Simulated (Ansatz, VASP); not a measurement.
# EuO: VASP beside Ansatz

```xyz
2
Lattice="0.0000 2.5320 2.5320 2.5320 0.0000 2.5320 2.5320 2.5320 0.0000" Properties=species:S:1:pos:R:3 pbc="T T T"
Eu    0.0000    0.0000    0.0000
O     2.5320    2.5320    2.5320
```

Alike in both runs: functional PBE; k mesh 14 × 14 × 14; occupations gaussian, width 0.1 eV; collinear spin.

Ansatz relaxed the structure, and its values are those at the end. VASP's run is a single point on that final structure, the one shown.

|  | VASP | Ansatz |
| --- | --- | --- |
| version | VASP 6.6.1 | Ansatz 0.2.0 |
| potentials or method | VASP PAW PBE potentials, release 64 (Eu, O), cutoff 600 eV | scalar-relativistic, all-electron LAPW |

Ansatz gave:

```
gap on the k mesh at the Fermi level (eV)                     : none
pressure (GPa)                                                : 0.0
net moment per atom (μB)                                      : 3.48
size of the moment on the site where the two differ most (μB) : 6.77
```

Q: Which values does VASP return?

A: gap on the k mesh at the Fermi level (eV): none; pressure (GPa): -0.4; net moment per atom (μB): 3.47; size of the moment on the site where the two differ most (μB): 6.57.

Site moments also hang on the region over which each program counts them. A gap of «none» marks a metal or a gap that the smearing closes. Ansatz ran all-electron here, and VASP with PAW potentials.

Spin-orbit coupling is off throughout.
